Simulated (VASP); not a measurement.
The system is Cu.

```
CELL_PARAMETERS angstrom
0.00000 1.84262 1.84262
1.84262 0.00000 1.84262
1.84262 1.84262 0.00000
ATOMIC_POSITIONS crystal
Cu 0.00000 0.00000 0.00000
```

Program: VASP 6.6.1. Alike in all runs: task single point; no spin polarisation; cell as given; k mesh 12 × 12 × 12; cutoff (eV) 520; smearing fermi-dirac 0.06 eV.

Question: Order these runs on this cell by their pressure, lowest first.
A. level PBE; potentials or basis VASP PAW PBE potentials, release 64 (Cu)
B. level LDA; potentials or basis VASP PAW LDA potentials, release 64 (Cu)
C. level PBEsol; potentials or basis VASP PAW PBE potentials, release 64 (Cu)

Answer: B (-17.8 GPa), C (-12.5 GPa), A (-5.2 GPa).

Caveats: the PAW data sets were made with another functional, which shifts forces and pressure a little (some runs).
